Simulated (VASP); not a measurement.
Wanted: the native input for a VASP 6.6.1 run.

| Quantity | Value |
| --- | --- |
| Task | single point |
| Functional | PBE |
| Potentials or basis | VASP PAW PBE potentials, release 64 (Ge_d, H) |
| Cutoff | 520 eV |
| k mesh | 2 × 2 × 2 |
| Occupations | fermi-dirac, width 0.05 eV |
| Spin | no spin polarisation |
| Dipole correction | no |
| Further INCAR settings | LREAL = Auto; ALGO = Normal; EDIFF = 1e-06; NBANDS = 126 |

The structure of Ge16H (a cell with a defect) lies in POSCAR:

```
Ge16H
1.0
    0.0000000000      5.6600000000      5.6600000000
    5.6600000000      0.0000000000      5.6600000000
    5.6600000000      5.6600000000      0.0000000000
Ge H
16 1
Direct
   -0.0096180871     -0.0099732835      0.0028977115
    0.1618941352      0.1606535065      0.0148311977
    0.0183814451      0.0180067212      0.4437308552
    0.1142849304      0.1137674505      0.6232188087
   -0.0097082487      0.5152193839      0.0039132707
    0.1183835723      0.6176927531      0.1455720965
   -0.0025744620      0.4903698117      0.5209979089
    0.1150564463      0.6455105355      0.6244999575
    0.5163685271     -0.0106845188      0.0039105222
    0.6180328011      0.1181169389      0.1456311177
    0.4908892359     -0.0031034856      0.5210739166
    0.6459848244      0.1146110318      0.6245939940
    0.4949835538      0.4946887599      0.0141813443
    0.6182490211      0.6173018464      0.1451255717
    0.4913979575      0.4909805848      0.5203597677
    0.6205192342      0.6199995842      0.6390883017
    0.2465548135      0.2462294794      0.7635959573
```

These files were run (other wordings do the same):

INCAR

```
SYSTEM = Ge16H
ALGO = Normal ; EDIFF = 1E-6
ENCUT = 520 ; GGA = PE
ISIF = 2 ; ISMEAR = -1
LASPH = .True. ; LCHARG = .False.
LREAL = Auto ; LWAVE = .False.
NBANDS = 126 ; NELM = 100
PREC = Accurate ; SIGMA = 0.05
```

KPOINTS

```
k-points
0
Gamma
  2 2 2
  0 0 0
```

Potentials or basis: VASP PAW PBE potentials, release 64 (Ge_d, H).

Run with:

```bash
$ cat potpaw_PBE.64/Ge_d/POTCAR potpaw_PBE.64/H/POTCAR > POTCAR
$ mpirun -np 1 vasp_std > vasp.out
```

Results of the run:

```
Pressure               : 3.8 GPa
Largest force          : 0.083 eV/Å
Band gap on the k mesh : zero (an odd number of electrons rules out a gap without spin polarisation)
```

Caveat: the k points lie up to 0.48 Å⁻¹ apart, too coarse for converged energies and pressures of a metal.

Wall time 5.8 min on 1 thread of Intel(R) Xeon(R) 6975P-C (Granite Rapids) (shared host), peak memory 0.61 GiB.
